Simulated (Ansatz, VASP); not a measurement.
**V: VASP beside Ansatz**

INCAR

```
ALGO = Normal
EDIFF = 1E-6
ENCUT = 520
GGA = RE
ISIF = 2
ISMEAR = -1
LASPH = True
LCHARG = False
LREAL = False
LWAVE = False
NBANDS = 12
NELM = 60
PREC = Accurate
SIGMA = 0.1
```

Contents of KPOINTS:

```
k-points
0
Gamma
  14 14 14
```

Contents of POSCAR:

```
V
1.0
    2.5274414590      0.0000000000      0.0000000000
    0.0000000000      2.5274414590      0.0000000000
    0.0000000000      0.0000000000      2.5274414590
V
1
Direct
    0.0000000000      0.0000000000      0.0000000000
```

Input for Ansatz:

```yaml
crystal:
  lattice:
    - [2.527441459, 0.0, 0.0]
    - [0.0, 2.527441459, 0.0]
    - [0.0, 0.0, 2.527441459]
  atoms:
    - { symbol: V, position: [0.0, 0.0, 0.0] }
hamiltonian:
  xc: revpbe
  pseudopotentials:
    kind: paw
    azcp:
      V: "pseudopotentials/V.paw.azcp"
basis:
  ecutwfc: 420
  fft_grid_basis: typed
kpoints:
  mp_grid: { grid: [14, 14, 14], shift: [0, 0, 0] }
magnetization:
  spin_polarized: false
scf:
  occupations: { method: fermi_dirac, width: 0.1 }
  lower_state_search: "off"
output:
  stress: true
```

Alike in both runs: task single point; functional revPBE; k mesh 14 × 14 × 14; occupations fermi-dirac, width 0.1 eV; no spin polarisation.

|  | VASP | Ansatz |
| --- | --- | --- |
| version | VASP 6.6.1 | Ansatz 0.2.0 |
| potentials or method | VASP PAW PBE potentials, release 64 (V_sv), cutoff 520 eV | plane waves (420 eV) with PAW, scalar-relativistic |
| valence electrons in the cell | 13 | 13 |

|  | VASP | Ansatz | Ansatz less VASP |
| --- | --- | --- | --- |
| pressure (GPa) | -7.8 | -8.0 | -0.22 |

VASP's potentials were made for PBE, not for revPBE. With one functional, cell and mesh, what is left measures potentials, basis and numerics.
